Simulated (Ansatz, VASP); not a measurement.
## MnH4 in VASP and in Ansatz

```
Mn H
1.0
     2.93561    0.00000    0.00000
     0.00000    2.93561    0.00000
     0.00000    0.00000    3.83746
Mn H
1 4
Direct
  0.50000 0.50000 0.50000
  0.00000 0.50000 0.11728
  0.50000 0.00000 0.11728
  0.00000 0.50000 0.88272
  0.50000 0.00000 0.88272
```

Alike in both runs: functional PBE; k mesh 6 × 6 × 4; occupations gaussian, width 0.1 eV; collinear spin.

Ansatz relaxed the structure, and its values are those at the end. VASP's run is a single point on that final structure, the one shown.

```csv
,VASP,Ansatz
version,VASP 6.6.1,Ansatz 0.2.0
potentials or method,"VASP PAW PBE potentials, release 64 (Mn_pv, H), cutoff 520 eV","scalar-relativistic, plane waves, PAW"
valence electrons in the cell,17,19
```

```tsv
	VASP	Ansatz	Ansatz less VASP
gap on the k mesh at the Fermi level (eV)	none	none	-
pressure (GPa)	0.1	0.3	+0.17
rms of the force components (eV/Å)	0.016	0.009	-0.0067
net moment per atom (μB)	0.80	0.80	0.000
size of the moment on the site where the two differ most (μB)	3.79	3.41	-0.378
```

Site moments also hang on the region over which each program counts them. A gap of «none» marks a metal or a gap that the smearing closes. VASP's potentials hold 17 valence electrons a cell and Ansatz's 19, so a difference there can come from the potentials and not from the codes.

The k mesh is coarse, so the values compare programs but aren't converged.
